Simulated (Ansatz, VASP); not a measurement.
Cl: VASP beside Ansatz

File POSCAR:

```
Cl
1.0
    3.1252371057     -2.0072452166      0.0000000000
    3.1252371057      2.0072452166      0.0000000000
    0.0000000000      0.0000000000      8.1465598679
Cl
4
Direct
    0.8756350467      0.1243649533      0.6074783337
    0.1243649533      0.8756350467      0.3925216663
    0.6243649533      0.3756350467      0.1074783337
    0.3756350467      0.6243649533      0.8925216663
```

INCAR.step1

```
  PREC = Accurate
  ENCUT = 520
  ISMEAR = 0
  SIGMA = 0.01
  LREAL = F
  LASPH = T
  NELM = 80
  NBANDS = 22
  GGA = PE
  ALGO = Normal
  EDIFF = 1E-4
  LWAVE = T
  LCHARG = F
```

INCAR.step2

```
  PREC = Accurate
  ENCUT = 520
  EDIFF = 1E-7
  ISMEAR = 0
  SIGMA = 0.01
  LREAL = F
  LASPH = T
  NELM = 80
  ALGO = Normal
  ISIF = 2
  LWAVE = F
  LCHARG = F
  METAGGA = R2SCAN
  LMIXTAU = T
  NBANDS = 22
  ISTART = 1
```

File KPOINTS:

```
Automatic mesh
0
Gamma
  8 8 4
```

Input for Ansatz:

```yaml
crystal:
  lattice:
    - [3.1252371057, -2.0072452166, 0.0]
    - [3.1252371057, 2.0072452166, 0.0]
    - [0.0, 0.0, 8.1465598679]
  atoms:
    - { symbol: Cl, position: [0.8756350467, 0.1243649533, 0.6074783337] }
    - { symbol: Cl, position: [0.1243649533, 0.8756350467, 0.3925216663] }
    - { symbol: Cl, position: [0.6243649533, 0.3756350467, 0.1074783337] }
    - { symbol: Cl, position: [0.3756350467, 0.6243649533, 0.8925216663] }
kpoints:
  mp_grid: { grid: [8, 8, 4] }
  band_path:
    path:
      - [0.0, 0.0, 0.0]
      - [0.5, 0.5, 0.0]
      - [0.353127604, 0.646872396, 0.0]
      - [-0.353127604, 0.353127604, 0.0]
      - [0.0, 0.0, 0.5]
      - [-0.353127604, 0.353127604, 0.5]
      - [0.353127604, 0.646872396, 0.5]
      - [0.5, 0.5, 0.5]
      - [0.0, 0.5, 0.0]
    npoints: 1
hamiltonian:
  xc: r2scan
scf:
  occupations: { method: fixed }
  n_extra_bands: 5
output:
  forces: true
  stress: true
  eigenvalues: true
  write_density: true
  write_potential: true
  elf: true
  volumetric_format: npy
```

Alike in both runs: task single point; functional r2SCAN; k mesh 8 × 8 × 4; no spin polarisation.

|  | VASP | Ansatz |
| --- | --- | --- |
| version | VASP 6.6.1 | Ansatz 0.2.0 |
| potentials or method | VASP PAW PBE potentials, release 64 (Cl) | plane waves, PAW |
| plane-wave cutoff (eV) | 520 | 500 |
| occupations | gaussian, width 0.01 eV | fixed |
| valence electrons in the cell | 28 | 28 |

Ansatz gave:

- gap on the k mesh at the Fermi level (eV): 2.57
- pressure (GPa): 0.8
- traceless stress, the component that is largest in VASP (GPa): -0.16
- rms of the force components (eV/Å): 0.027

Question: Which values does VASP return?

Answer: gap on the k mesh at the Fermi level (eV): 2.59; pressure (GPa): 0.3; traceless stress, the component that is largest in VASP (GPa): -0.64; rms of the force components (eV/Å): 0.135.

VASP's potentials were made for PBE, not for r2SCAN. Atom by atom the forces differ by 0.108 eV/Å (rms over components).
